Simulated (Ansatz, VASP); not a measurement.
**InP in VASP and in Ansatz**

```xyz
2
Lattice="0.0000 2.8579 2.5333 2.8579 0.0000 2.5333 2.8579 2.8579 0.0000" Properties=species:S:1:pos:R:3 pbc="T T T"
In    0.0000    0.0000    0.0000
P     2.8579    2.8579    2.5333
```

Alike in both runs: task single point; functional PBE; k mesh 20 × 20 × 20; occupations gaussian, width 0.15 eV; no spin polarisation.

```csv
,VASP,Ansatz
version,VASP 6.6.1,Ansatz 0.2.0
potentials or method,"VASP PAW PBE potentials, release 64 (In_d, P), cutoff 520 eV","scalar-relativistic, plane waves, PAW"
valence electrons in the cell,18,18
```

Ansatz gave:

| Property | Result |
| --- | --- |
| gap on the k mesh at the Fermi level (eV) | none |
| pressure (GPa) | 4.6 |
| traceless stress, the component that is largest in VASP (GPa) | 12.36 |

Task: What did VASP give for the same quantities?

Result: gap on the k mesh at the Fermi level (eV): none; pressure (GPa): 4.5; traceless stress, the component that is largest in VASP (GPa): 12.28.

A gap of «none» marks a metal or a gap that the smearing closes. With one functional, cell and mesh, what is left measures potentials, basis and numerics.
